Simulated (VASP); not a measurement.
A run of VASP 6.6.1 is set up as follows.

File INCAR:

```
ALGO = Normal ; EDIFF = 1E-6
ENCUT = 600 ; GGA = LIBXC
GGA_COMPAT = False ; ISIF = 2
ISMEAR = -1 ; LASPH = True
LCHARG = False ; LIBXC1 = GGA_X_B88
LIBXC2 = GGA_C_PBE ; LREAL = False
LWAVE = False ; NBANDS = 15
NELM = 120 ; PREC = Accurate
SIGMA = 0.1
```

The input KPOINTS:

```
k-points
0
Gamma
  8 8 8
```

Contents of POSCAR:

```
Os
1.0
    0.0000000000      2.7766788399      2.7766788399
    2.7766788399      0.0000000000      2.7766788399
    2.7766788399      2.7766788399      0.0000000000
Os
2
Direct
    1.0000000000      1.0000000000      1.0000000000
    0.2500000000      0.2500000000      0.2500000000
```

Potentials or basis: VASP PAW PBE potentials, release 64 (Os).

The run is started by

```console
$ cat potpaw_PBE.64/Os/POTCAR > POTCAR
$ mpirun -np 1 vasp_std > vasp.out
```

**Question.** Estimate the pressure.

**Answer.** -1.1 GPa.

**Question.** What does it give for the band gap on the k mesh?

**Answer.** Zero (bands 8 and 9 overlap by 0.99 eV).

Caveat: the PAW data sets were made with another functional, which shifts forces and pressure a little; spin-orbit coupling is left out, which moves the levels of the heavy elements.
